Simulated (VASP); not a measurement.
Runs of VASP 6.6.1 on MgSe. It takes space group Fm-3m (No. 225, cubic). Conventional cell: a = 5.473 Å, b = 5.473 Å, c = 5.473 Å, α = 90.00°, β = 90.00°, γ = 90.00°. Within 3.6 Å of Mg (site symmetry m-3m) lie 6 Se at 2.74 Å. Se (site symmetry m-3m) has 6 Mg at 2.74 Å within 3.6 Å. 

| level | potentials or basis | k mesh | cutoff (eV) | grid for exact exchange (PRECFOCK) | share of exact exchange | screening parameter | gap on the mesh (eV) | pressure (GPa) |
| --- | --- | --- | --- | --- | --- | --- | --- | --- |
| PBE | VASP PAW PBE potentials, release 64 (Mg, Se) | 4 × 4 × 4 | 600 | - | - | - | 1.75 | (b) |
| r2SCAN | VASP PAW PBE potentials, release 64 (Mg, Se) | 4 × 4 × 4 | 660 | - | - | - | (a) | 0.1 |
| HSE06 | VASP PAW PBE potentials, release 64 (Mg, Se) | 4 × 4 × 4 | 520 | Normal | 0.25 | 0.2079 1/Å | 2.62 | -0.2 |
| PBE | VASP PAW PBE potentials, release 64 (Mg, Se) | 6 × 6 × 6 | 600 | - | - | - | 1.78 | 1.1 |
| LDA | VASP PAW LDA potentials, release 64 (Mg, Se) | 4 × 4 × 4 | 600 | - | - | - | 1.59 | -2.7 |

Alike in all rows: task single point; no spin polarisation; cell as given; smearing gaussian 0.01 eV.

Q: Estimate the missing entries.

A: (a) 2.42; (b) 1.5.

Caveats: some runs use coarse meshes; the PAW data sets were made with another functional, which shifts forces and pressure a little (at least some runs).

A k mesh can miss the band edges, and the runs leave out spin-orbit coupling on Se.
